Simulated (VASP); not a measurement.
# MnH4 (Cmmm) in VASP: further runs

Runs on MnH4. Level: PBE. Tasks: single point, relaxation of cell and atoms.

All numbers are computed with VASP 6.6.1; they aren't measurements. Logs are shortened: lines on timing, memory, paths and dates and some standing lists are left out, and cuts for length are marked.

**1. The cell of the first run**

It takes space group Cmmm (No. 65, orthorhombic). Conventional cell: a = 3.420 Å, b = 7.764 Å, c = 3.332 Å, α = 90.00°, β = 90.00°, γ = 90.00°. Within 2.2 Å of Mn (site symmetry mmm) lie 8 H at 1.67 to 1.98 Å. H (site symmetry m2m) has 1 H at 1.06 Å within 1.4 Å. H (site symmetry mmm) has 2 Mn at 1.71 Å and 4 H at 2.39 Å within 2.4 Å. H (site symmetry mmm) has 2 H at 1.06 Å within 1.4 Å.

The cell was built from a structure type or drawn by symmetry, and may not be a known phase.

**2. Single point, PBE, collinear spin, ferromagnetic start**

INCAR

```
PREC = Accurate ; ENCUT = 520
EDIFF = 1E-7 ; ISMEAR = 0
SIGMA = 0.1 ; LREAL = False
LASPH = True ; NELM = 150
ALGO = Normal ; ISIF = 2
LWAVE = False ; LCHARG = True
ISPIN = 2 ; MAGMOM = 4 0 0 0 0
LORBIT = 11 ; LMAXMIX = 4
GGA = PE ; LELF = True
LVHAR = True ; NBANDS = 20
```

KPOINTS

```
Automatic mesh
0
Gamma
  6 6 6
```

POSCAR

```
MnH4
1.0
    1.7100561142     -3.8819963739      0.0000000000
    1.7100561142      3.8819963739      0.0000000000
    0.0000000000      0.0000000000      3.3321638261
Mn H
1 4
Direct
    0.0000000000      0.0000000000      0.5000000000
    0.1370314045      0.8629685955      0.0000000000
    0.8629685955      0.1370314045      0.0000000000
    0.5000000000      0.5000000000      0.5000000000
    0.0000000000      0.0000000000      0.0000000000
```

Potentials or basis: VASP PAW PBE potentials, release 64 (Mn_pv, H).

Run with:

```sh
cat potpaw_PBE.64/Mn_pv/POTCAR potpaw_PBE.64/H/POTCAR > POTCAR
mpirun -np 1 vasp_std > vasp.out
```

OUTCAR:

```text
PREC = Accurate
   ENCUT = 520
   EDIFF = 1E-7
   ISMEAR = 0
   LREAL = False
   LASPH = True
   NELM = 150
   ISIF = 2
   ISPIN = 2
   LORBIT = 11
   GGA = PE

 ion  position               nearest neighbor table
   1  0.000  0.000  0.500-   5 1.67   5 1.67   4 1.71   4 1.71   2 1.98   3 1.98   2 1.98   3 1.98

   2  0.137  0.863  0.000-   1 1.98   1 1.98
   3  0.863  0.137  0.000-   1 1.98   1 1.98
   4  0.500  0.500  0.500-   1 1.71   1 1.71
   5  0.000  0.000  0.000-   1 1.67   1 1.67

  LATTYP: Found a base centered orthorhombic cell.
 ALAT       =     3.4201122284
 B/A-ratio  =     2.2700988240
 C/A-ratio  =     0.9742849367

  Lattice vectors:

 A1 = (   1.7100561142,  -3.8819963739,   0.0000000000)
 A2 = (   1.7100561142,   3.8819963739,   0.0000000000)
 A3 = (   0.0000000000,   0.0000000000,   3.3321638261)

Analysis of symmetry for initial positions (statically):
=====================================================================
 Subroutine PRICEL returns:
 Original cell was already a primitive cell.

 Routine SETGRP: Setting up the symmetry group for a
 base centered orthorhombic supercell.

 Subroutine GETGRP returns: Found  8 space group operations
 (whereof  8 operations were pure point group operations)
 out of a pool of  8 trial point group operations.

The static configuration has the point symmetry D_2h.

Analysis of symmetry for dynamics (positions and initial velocities):
=====================================================================
 Subroutine PRICEL returns:
 Original cell was already a primitive cell.

 Routine SETGRP: Setting up the symmetry group for a
 base centered orthorhombic supercell.

 Subroutine GETGRP returns: Found  8 space group operations
 (whereof  8 operations were pure point group operations)
 out of a pool of  8 trial point group operations.

The dynamic configuration has the point symmetry D_2h.

Analysis of structural, dynamic, and magnetic symmetry:
=====================================================================
 Subroutine PRICEL returns:
 Original cell was already a primitive cell.

 Routine SETGRP: Setting up the symmetry group for a
 base centered orthorhombic supercell.

 Subroutine GETGRP returns: Found  8 space group operations
 (whereof  8 operations were pure point group operations)
 out of a pool of  8 trial point group operations.

[... 132 lines left out ...]
   LHFCALC =     F    Hartree Fock is set to
   AEXX    =    0.0000 exact exchange contribution
   IVDW    =     0    specifies the selected vdW correction
   LEPSILON=     F    determine dielectric tensor
   LRPA    =     F    only Hartree local field effects (RPA)
 spin polarized calculation
 Gauss-broadening in eV      SIGMA  =   0.10
  energy-cutoff  :      520.00
  volume of cell :       44.24
 maximum number of plane-waves:      1212
   NGX = 15   NGY = 15   NGZ = 13

 number of electron      16.9999994 magnetization       3.6883395

 Free energy of the ion-electron system (eV)
  ---------------------------------------------------
  ext. energy  EPLUGINS =         0.00000000
  ---------------------------------------------------
  free energy    TOTEN  =       -19.77616185 eV

  energy without entropy =      -19.76997480  energy(sigma->0) =      -19.77306833

 E-fermi :   1.4635     XC(G=0):  -8.7041

 val. band max:        1.4352609277   @ k =   0.5000   0.1667   0.1667
 cond. band min:       1.4918502185   @ k =  -0.3333   0.1667   0.0000
 fundamental gap:      0.0565892908
 Fermi energy:         1.4635470366

 spin component 1

 k-point     1 :       0.0000    0.0000    0.0000
  band No.  band energies     occupation
      1     -48.7828      1.00000
      2     -48.7367      1.00000
      3     -48.7112      1.00000
      4      -9.7516      1.00000
      5      -4.6716      1.00000
      6      -1.8462      1.00000
[... 541 lines left out ...]
     19      17.4304      0.00000
     20      18.6688      0.00000

 [... further k-points ...]

 spin component 2

 k-point     1 :       0.0000    0.0000    0.0000
  band No.  band energies     occupation
      1     -45.2778      1.00000
      2     -45.0397      1.00000
      3     -44.8900      1.00000
      4      -9.4112      1.00000
      5      -3.5576      1.00000
      6      -0.2790      1.00000
[... 541 lines left out ...]
     19      18.1642      0.00000
     20      19.4782      0.00000

 [... further k-points ...]

------------------------ aborting loop because EDIFF is reached ----------------------------------------

  FORCE on cell =-STRESS in cart. coord.  units (eV):
  Direction    XX          YY          ZZ          XY          YZ          ZX
  --------------------------------------------------------------------------------------
  -------------------------------------------------------------------------------------
  Total       -0.0138962     -0.0673399      0.0305725      0.0000000      0.0000000      0.0000000
  in kB       -0.5032504     -2.4387156      1.1071830      0.0000000      0.0000000      0.0000000
  external PRESSURE =      -0.6115943 kB  Pullay stress =       0.0000000 kB

 VOLUME and BASIS-vectors are now :
 -----------------------------------------------------------------------------
  energy-cutoff  :      520.00
  volume of cell :       44.24
      direct lattice vectors                 reciprocal lattice vectors
     1.710056114 -3.881996374  0.000000000     0.292388066 -0.128799708  0.000000000
     1.710056114  3.881996374  0.000000000     0.292388066  0.128799708  0.000000000
     0.000000000  0.000000000  3.332163826     0.000000000  0.000000000  0.300105293

 POSITION                                       TOTAL-FORCE (eV/Angst)
 -----------------------------------------------------------------------------------
      0.00000      0.00000      1.66608        -0.000000     -0.000000      0.000000
      1.71006      2.81809      0.00000         0.000000      0.026149      0.000000
      1.71006     -2.81809      0.00000         0.000000     -0.026149      0.000000
      1.71006      0.00000      1.66608         0.000000     -0.000000      0.000000
      0.00000      0.00000      0.00000         0.000000     -0.000000      0.000000
 -----------------------------------------------------------------------------------
    total drift:                                0.000000     -0.000000      0.000000

  FREE ENERGIE OF THE ION-ELECTRON SYSTEM (eV)
  ---------------------------------------------------
  free  energy   TOTEN  =       -19.7761618515 eV

  energy  without entropy=      -19.7699748050  energy(sigma->0) =      -19.77306833

 total charge

# of ion       s       p       d       tot
------------------------------------------
    1        0.270   6.260   5.048  11.579
    2        0.502   0.016   0.000   0.518
    3        0.502   0.016   0.000   0.518
    4        0.573   0.011   0.000   0.583
    5        0.555   0.056   0.000   0.610
--------------------------------------------------
tot          2.401   6.359   5.048  13.809

 magnetization (x)

# of ion       s       p       d       tot
------------------------------------------
    1        0.055   0.047   3.408   3.510
    2       -0.019   0.002   0.000  -0.017
    3       -0.019   0.002   0.000  -0.017
    4       -0.025   0.006   0.000  -0.019
    5       -0.015   0.006   0.000  -0.009
--------------------------------------------------
tot         -0.022   0.063   3.408   3.449
```

It took 52 s on 1 thread of AMD EPYC 9R45 (Zen 5), shared host; peak memory 0.2 GiB.

Results:

```yaml
Free_energy: -19.7762 eV
Pressure: -0.1 GPa
Largest_force: 0.026 eV/Å
Net_moment: 3.69 μB per cell
Site_moments: Mn +3.51; H -0.02, -0.01 (each value once) μB
Valence_electrons_inside_the_program's_atomic_spheres: Mn 11.58; H 0.52, 0.58, 0.61 (each value once)
```

Forces on the atoms (eV/Å):
```
Mn   0.000  0.000  0.000
H    0.000  0.026  0.000
H    0.000 -0.026  0.000
H    0.000  0.000  0.000
H    0.000  0.000  0.000
```

**3. Single point, PBE, collinear spin, ferromagnetic start**

This run uses another cell than the first one, of 9.00 Å³/atom.

INCAR

```
ALGO = Normal
EDIFF = 1E-6
ENCUT = 520
GGA = PE
ISIF = 2
ISMEAR = 0
ISPIN = 2
LASPH = T
LCHARG = T
LELF = T
LMAXMIX = 4
LORBIT = 11
LREAL = F
LVHAR = T
LWAVE = F
MAGMOM = 4 0 0 0 0
NBANDS = 20
NELM = 150
PREC = Accurate
SIGMA = 0.1
```

KPOINTS

```
k-points
0
Gamma
  6 6 6
```

POSCAR

```
MnH4
1.0
    2.0864301400     -3.0494745100      0.0000000000
    2.0864301400      3.0494745100      0.0000000000
    0.0000000000      0.0000000000      3.5359489900
Mn H
1 4
Direct
    0.0000000000      0.0000000000      0.5000000000
    0.2734596700      0.7265403300      0.0000000000
    0.7265403300      0.2734596700      0.0000000000
    0.5000000000      0.5000000000      0.5000000000
    0.0000000000      0.0000000000      0.0000000000
```

Potentials or basis: VASP PAW PBE potentials, release 64 (Mn_pv, H).

Run with:

```sh
cat potpaw_PBE.64/Mn_pv/POTCAR potpaw_PBE.64/H/POTCAR > POTCAR
mpirun -np 1 vasp_std > vasp.out
```

Wall time 42 s (1 thread of AMD EPYC 9R45 (Zen 5), shared host); peak memory 0.19 GiB.

The run converged. Its results:

```yaml
Free_energy: -17.6964 eV
Pressure: -13.6 GPa
Largest_force: 1.020 eV/Å
Net_moment: 4.02 μB per cell
Site_moments: Mn +3.99; H -0.03, -0.05 (each value once) μB
Valence_electrons_inside_the_program's_atomic_spheres: Mn 11.31; H 0.39, 0.46, 0.52 (each value once)
```

Forces in eV/Å, atoms in the order of the input:
```
Mn   0.000  0.000  0.000
H    0.000  1.020  0.000
H    0.000 -1.020  0.000
H    0.000  0.000  0.000
H    0.000  0.000  0.000
```

Stress tensor (GPa, compression positive):
```
-15.26   0.00   0.00
  0.00 -12.91   0.00
  0.00   0.00 -12.67
```

Levels at points of the mesh, in eV from the Fermi level:
Spin up:
| k point | band 7 | band 8 | band 9 | band 10 | band 11 | band 12 | band 13 | band 14 | band 15 | band 16 |
| --- | --- | --- | --- | --- | --- | --- | --- | --- | --- | --- |
| (0.00, 0.00, 0.00) | -2.93 | -2.55 | -2.49 | 0.77 | 1.72 | 3.26 | 5.75 | 6.28 | 8.73 | 8.81 |
| (0.50, 0.00, 0.00) | -2.71 | -2.57 | -2.53 | -2.04 | 0.29 | 2.40 | 7.33 | 7.47 | 8.24 | 10.40 |
| (0.50, 0.50, 0.00) | -2.69 | -2.62 | -2.46 | -1.64 | 0.17 | 2.76 | 4.66 | 6.65 | 9.23 | 11.67 |
| (0.00, 0.00, 0.50) | -2.90 | -2.81 | -2.70 | -2.04 | 1.82 | 2.04 | 6.00 | 8.61 | 9.51 | 10.13 |
| (0.50, 0.00, 0.50) | -2.91 | -2.86 | -2.60 | -2.34 | -0.54 | 0.72 | 1.78 | 6.06 | 8.57 | 10.51 |
| (0.50, 0.50, 0.50) | -2.97 | -2.44 | -2.34 | -0.74 | -0.45 | 0.70 | 1.42 | 5.38 | 5.53 | 7.52 |
Spin down:
```tsv
k point	band 2	band 3	band 4	band 5	band 6	band 7	band 8	band 9	band 10	band 11
(0.00, 0.00, 0.00)	-46.14	-46.09	-8.73	-3.56	-0.10	0.57	0.73	1.45	1.45	2.84
(0.50, 0.00, 0.00)	-46.14	-46.10	-6.81	-5.26	-1.37	0.20	1.03	1.09	1.42	1.64
(0.50, 0.50, 0.00)	-46.14	-46.10	-5.96	-4.63	-4.14	1.07	1.20	1.33	1.64	2.35
(0.00, 0.00, 0.50)	-46.14	-46.09	-7.03	-4.53	-0.25	0.79	0.94	0.95	1.13	1.49
(0.50, 0.00, 0.50)	-46.14	-46.10	-5.37	-3.50	-2.85	0.16	0.75	0.97	1.33	1.47
(0.50, 0.50, 0.50)	-46.14	-46.10	-4.19	-4.15	-3.32	0.40	0.55	1.12	1.67	2.18
```

Caveat: the cell stands under tension; forces of over 1 eV/Å act on the atoms, so gaps and moduli don't describe the material at rest.

**4. Relaxation of cell and atoms, PBE, collinear spin, ferromagnetic start**

This run uses another cell than the first one, of 9.00 Å³/atom.

INCAR

```
SYSTEM = MnH4
PREC = Accurate
ENCUT = 600
EDIFF = 1E-6
ISMEAR = 0
SIGMA = 0.1
LREAL = .False.
LASPH = .True.
NELM = 150
ALGO = Normal
ISIF = 3
LWAVE = .False.
LCHARG = .False.
ISPIN = 2
MAGMOM = 4 0 0 0 0
LORBIT = 11
LMAXMIX = 4
GGA = PE
IBRION = 2
NSW = 90
EDIFFG = -0.04
```

KPOINTS

```
Automatic mesh
0
Gamma
  6 6 6
  0 0 0
```

POSCAR is that of step 3.

Potentials or basis: VASP PAW PBE potentials, release 64 (Mn_pv, H).

Run with:

```sh
cat potpaw_PBE.64/Mn_pv/POTCAR potpaw_PBE.64/H/POTCAR > POTCAR
mpirun -np 1 vasp_std > vasp.out
```

OUTCAR:

```text
SYSTEM = MnH4
   PREC = Accurate
   ENCUT = 600
   EDIFF = 1E-6
   ISMEAR = 0
   LREAL = .False.
   LASPH = .True.
   NELM = 150
   ISIF = 3
   ISPIN = 2
   LORBIT = 11
   GGA = PE
   IBRION = 2
   NSW = 90
   EDIFFG = -0.04

 ion  position               nearest neighbor table
   1  0.000  0.000  0.500-   5 1.77   5 1.77
   2  0.273  0.727  0.000-
   3  0.727  0.273  0.000-
   4  0.500  0.500  0.500-
   5  0.000  0.000  0.000-   1 1.77   1 1.77

  LATTYP: Found a base centered orthorhombic cell.
 ALAT       =     4.1728602800
[... 2064 lines left out ...]
--------------------------------------- Ionic step       18  -------------------------------------------

 number of electron      17.0000007 magnetization       2.8496302

 Free energy of the ion-electron system (eV)
  ---------------------------------------------------
  ext. energy  EPLUGINS =         0.00000000
  ---------------------------------------------------
  free energy    TOTEN  =       -19.60239268 eV

  energy without entropy =      -19.59315747  energy(sigma->0) =      -19.59777507

 E-fermi :   4.5424     XC(G=0): -10.7992

 val. band max:        4.5388469083   @ k =   0.3333   0.3333   0.0000
 cond. band min:       4.5424181296   @ k =   0.1667   0.1667   0.1667
 fundamental gap:      0.0035712213
 Fermi energy:         4.5424095331
[... 854 lines left out ...]
  FREE ENERGIE OF THE ION-ELECTRON SYSTEM (eV)
  ---------------------------------------------------
  free  energy   TOTEN  =       -19.6023926804 eV

  energy  without entropy=      -19.5931574677  energy(sigma->0) =      -19.59777507

 reached required accuracy - stopping structural energy minimisation

 total charge

# of ion       s       p       d       tot
------------------------------------------
    1        0.254   6.226   5.163  11.643
    2        0.497   0.025   0.000   0.522
    3        0.497   0.025   0.000   0.522
    4        0.525   0.016   0.000   0.541
    5        0.576   0.057   0.000   0.633
--------------------------------------------------
tot          2.349   6.349   5.163  13.861

 magnetization (x)

# of ion       s       p       d       tot
------------------------------------------
    1        0.025   0.028   2.807   2.860
    2       -0.022   0.000   0.000  -0.021
    3       -0.022   0.000   0.000  -0.021
    4       -0.031   0.004   0.000  -0.027
    5       -0.010   0.004   0.000  -0.006
--------------------------------------------------
tot         -0.059   0.037   2.807   2.784
```

OSZICAR:

```text
N       E                     dE             d eps       ncg     rms          rms(c)
DAV:   1     0.956897540864E+02    0.95690E+02   -0.10025E+04  2968   0.128E+03
[... 260 lines left out ...]
DAV:   2    -0.196053413207E+02    0.69979E-02   -0.25640E-02  3116   0.240E+00    0.533E-01
DAV:   3    -0.196030862652E+02    0.22551E-02   -0.69874E-03  3260   0.126E+00    0.293E-01
DAV:   4    -0.196024254519E+02    0.66081E-03   -0.18055E-03  3290   0.454E-01    0.946E-02
DAV:   5    -0.196024065176E+02    0.18934E-04   -0.17308E-04  2990   0.143E-01    0.429E-02
DAV:   6    -0.196023935324E+02    0.12985E-04   -0.40921E-05  3268   0.716E-02    0.181E-02
DAV:   7    -0.196023923728E+02    0.11596E-05   -0.10079E-05  3092   0.301E-02    0.737E-03
DAV:   8    -0.196023926804E+02   -0.30762E-06   -0.67033E-07  1552   0.909E-03
  18 F= -.19602393E+02 E0= -.19597775E+02  d E =-.209262E-02  mag=     2.8495
```

CONTCAR:

```text
MnH4
   1.00000000000000
     1.7583059510764854   -2.4206992944833217    0.0000000000000000
     1.7583059510764854    2.4206992944833217    0.0000000000000000
     0.0000000000000000    0.0000000000000000    3.4705471270013040
  Mn              H
     1     4
Direct
     0.0000000000000000    1.0000000000000000    0.5000000000000000
     0.2060991263407699    0.7939008736592302    0.0000000000000000
     0.7939008736592302    0.2060991263407699    1.0000000000000000
     0.5000000000000000    0.5000000000000000    0.5000000000000000
     0.0000000000000000    1.0000000000000000    0.0000000000000000

  0.00000000E+00  0.00000000E+00  0.00000000E+00
  0.00000000E+00  0.00000000E+00  0.00000000E+00
  0.00000000E+00  0.00000000E+00  0.00000000E+00
  0.00000000E+00  0.00000000E+00  0.00000000E+00
  0.00000000E+00  0.00000000E+00  0.00000000E+00
```

It took 8.4 min on 1 thread of AMD EPYC 9R45 (Zen 5), shared host; peak memory 0.21 GiB.

What came out:

```yaml
Free_energy: -19.6024 eV
Relaxed_volume: 5.91 Å³/atom
Relaxed_cell: a = 2.992 Å, b = 2.992 Å, c = 3.471 Å, α = 90.00°, β = 90.00°, γ = 108.01°
Space_group_after_relaxing_to_0.1_Å: Cmmm (No. 65)
Pressure_after_relaxing: -0.2 GPa
Largest_force_after_relaxing: 0.036 eV/Å
Net_moment: 2.85 μB per cell
Site_moments: Mn +2.86; H -0.02, -0.03, -0.01 (each value once) μB
Valence_electrons_inside_the_program's_atomic_spheres: Mn 11.64; H 0.52, 0.54, 0.63 (each value once)
```

Forces in eV/Å, atoms in the order of the input:
```
Mn   0.000  0.000  0.000
H    0.000 -0.036  0.000
H    0.000  0.036  0.000
H    0.000  0.000  0.000
H    0.000  0.000  0.000
```

Stress tensor (GPa, compression positive):
```
 0.52  0.00  0.00
 0.00 -0.48  0.00
 0.00  0.00 -0.52
```

Final structure:
```
Mn H
1.0
     1.75831   -2.42070    0.00000
     1.75831    2.42070    0.00000
     0.00000    0.00000    3.47055
Mn H
1 4
Direct
  0.00000 0.00000 0.50000
  0.20610 0.79390 0.00000
  0.79390 0.20610 0.00000
  0.50000 0.50000 0.50000
  0.00000 0.00000 0.00000
```

Caveat: the volume moved by over 15 % at a fixed basis, so the end points are rough.

**5. Summary**

| task | cell | cutoff (eV) | gap on the mesh (eV) | pressure (GPa) | moment (μB) | largest force (eV/Å) |
| --- | --- | --- | --- | --- | --- | --- |
| single point | a = 4.242, b = 4.242, c = 3.332 Å, angles 90.0, 90.0, 132.5°, 5 atoms, atomic positions A | 520 | none | -0.1 | 3.69 | 0.03 |
| single point | a = 3.695, b = 3.695, c = 3.536 Å, angles 90.0, 90.0, 111.2°, 5 atoms, atomic positions B | 520 | none | -13.6 | 4.02 | 1.02 |
| relaxation of cell and atoms | relaxed from a = 3.695, b = 3.695, c = 3.536 Å, angles 90.0, 90.0, 111.2°, 5 atoms, atomic positions B | 600 | none | -0.2 | 2.85 | 0.04 |

Alike in all rows: level PBE; potentials or basis VASP PAW PBE potentials, release 64 (Mn_pv, H); spin collinear, ferromagnetic start; k mesh 6 × 6 × 6; smearing gaussian 0.1 eV.

Caveats: the cell stands under tension (at least some runs); forces of over 1 eV/Å act on the atoms, so gaps and moduli don't describe the material at rest (at least some runs); the volume moved by over 15 % at a fixed basis, so the end points are rough (at least some runs).

Absolute energies hang on the potentials; compare differences alone.
